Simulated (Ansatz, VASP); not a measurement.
# PbSe in VASP and in Ansatz

```xyz
2
Lattice="0.0000 3.0516 3.0516 3.0516 0.0000 3.0516 3.0516 3.0516 0.0000" Properties=species:S:1:pos:R:3 pbc="T T T"
Pb    0.0000    0.0000    0.0000
Se    3.0516    3.0516    3.0516
```

Alike in both runs: functional PBEsol; k mesh 10 × 10 × 10; occupations gaussian, width 0.01 eV; no spin polarisation.

Ansatz relaxed the structure, and its values are those at the end. VASP's run is a single point on that final structure, the one shown.

|  | VASP | Ansatz |
| --- | --- | --- |
| version | VASP 6.6.1 | Ansatz 0.2.0 |
| potentials or method | VASP PAW PBE potentials, release 64 (Pb_d, Se), cutoff 520 eV | scalar-relativistic, plane waves, PAW |
| valence electrons in the cell | 20 | 30 |

```tsv
	VASP	Ansatz	Ansatz less VASP
gap on the k mesh at the Fermi level (eV)	0.17	0.17	-0.003
least direct gap on the mesh (eV)	0.17	0.17	-0.003
pressure (GPa)	0.0	0.0	+0.01
```

VASP's potentials were made for PBE, not for PBEsol. VASP's potentials hold 20 valence electrons a cell and Ansatz's 30, so a difference there can come from the potentials and not from the codes.

Neither program's run includes spin-orbit coupling.
